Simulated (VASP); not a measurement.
Here is a VASP 6.6.1 calculation.

INCAR

```
PREC     = Accurate       # precision mode
ENCUT    = 520            # plane-wave cutoff, eV
EDIFF    = 1E-7           # SCF threshold, eV
ISMEAR   = 0              # smearing method
SIGMA    = 0.1            # smearing width, eV
LREAL    = F              # projectors in reciprocal space
LASPH    = T              # aspherical terms in the spheres
NELM     = 80             # most SCF steps
ALGO     = Fast           # electronic algorithm
ISIF     = 2              # what is computed and relaxed
LWAVE    = F              # write WAVECAR
LCHARG   = F              # write CHGCAR
GGA      = PS             # functional
NBANDS   = 7              # bands
```

KPOINTS

```
regular mesh
0
Gamma
  14 14 12
```

Contents of POSCAR:

```
Mg
1.0
    3.0308388878     -0.0217181346     -0.0476151799
   -1.5342279002      2.7342812688     -0.0030314432
   -0.0475299145     -0.0309355497      3.0944379740
Mg
1
Direct
    0.0000000000      0.0000000000      0.0000000000
```

Potentials or basis: VASP PAW PBE potentials, release 64 (Mg).

Command:

```sh
$ cat potpaw_PBE.64/Mg/POTCAR > POTCAR
$ mpirun -np 1 vasp_std > vasp.out
```

Question: Predict the pressure.

Answer: -0.5 GPa.

Question: Predict the band gap on the k mesh.

Answer: Zero (bands 1 and 2 overlap by 4.79 eV).

Stress tensor (GPa, compression positive):
```
 0.43  0.29 -0.42
 0.29 -1.26 -0.35
-0.42 -0.35 -0.76
```

Caveat: the cell differs from its parent crystal (the cell strained at random); the PAW data sets were made with another functional, which shifts forces and pressure a little.
